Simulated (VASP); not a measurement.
Write the native input for VASP 6.6.1 that does the following.

```
Task                   : single point
Functional             : PBEsol
Potentials or basis    : VASP PAW PBE potentials, release 64 (Ta_pv, N)
Cutoff                 : 520 eV
k mesh                 : 24 × 24 × 20
Occupations            : gaussian, width 0.15 eV
Spin                   : no spin polarisation
Dipole correction      : no
Further INCAR settings : ALGO = Normal; EDIFF = 1e-07; NBANDS = 15
```

The structure of TaN lies in POSCAR:

```
TaN
1.0
    2.9239890447      0.0000000000     -0.0730997261
   -1.4619945224      2.5322487931      0.0365498631
   -0.0717681911      0.0000000000      2.8707276427
Ta N
1 1
Direct
    0.3333333333      0.6666666667      0.5000000000
    0.0000000000      0.0000000000      0.0000000000
```

This cell differs from its parent crystal: strain -0.0500 x Voigt [0, 0, 0, 0, 1, 0].

These files were run (other wordings do the same):

INCAR

```
PREC     = Accurate       # precision mode
ENCUT    = 520            # plane-wave cutoff, eV
EDIFF    = 1E-7           # SCF threshold, eV
ISMEAR   = 0              # smearing method
SIGMA    = 0.15           # smearing width, eV
LREAL    = F              # projectors in reciprocal space
LASPH    = T              # aspherical terms in the spheres
NELM     = 100            # most SCF steps
ALGO     = Normal         # electronic algorithm
ISIF     = 2              # what is computed and relaxed
LWAVE    = F              # write WAVECAR
LCHARG   = F              # write CHGCAR
GGA      = PS             # functional
NBANDS   = 15             # bands
```

KPOINTS

```
regular mesh
0
Gamma
  24 24 20
```

Potentials or basis: VASP PAW PBE potentials, release 64 (Ta_pv, N).

Launch:

```bash
$ cat potpaw_PBE.64/Ta_pv/POTCAR potpaw_PBE.64/N/POTCAR > POTCAR
$ mpirun -np 1 vasp_std > vasp.out
```

It gave:

The pressure is 1.9 GPa, the largest force is 0.065 eV/Å and the band gap on the k mesh is zero (bands 8 and 9 overlap by 0.48 eV).

Caveat: the cell differs from its parent crystal (strain -0.0500 x Voigt [0, 0, 0, 0, 1, 0]); the PAW data sets were made with another functional, which shifts forces and pressure a little; spin-orbit coupling is left out, which moves the levels of the heavy elements.

Run time: 10 min on 1 thread of AMD EPYC 9R45 96-Core Processor (Zen 5), with other jobs on the host, peak memory 0.96 GiB.
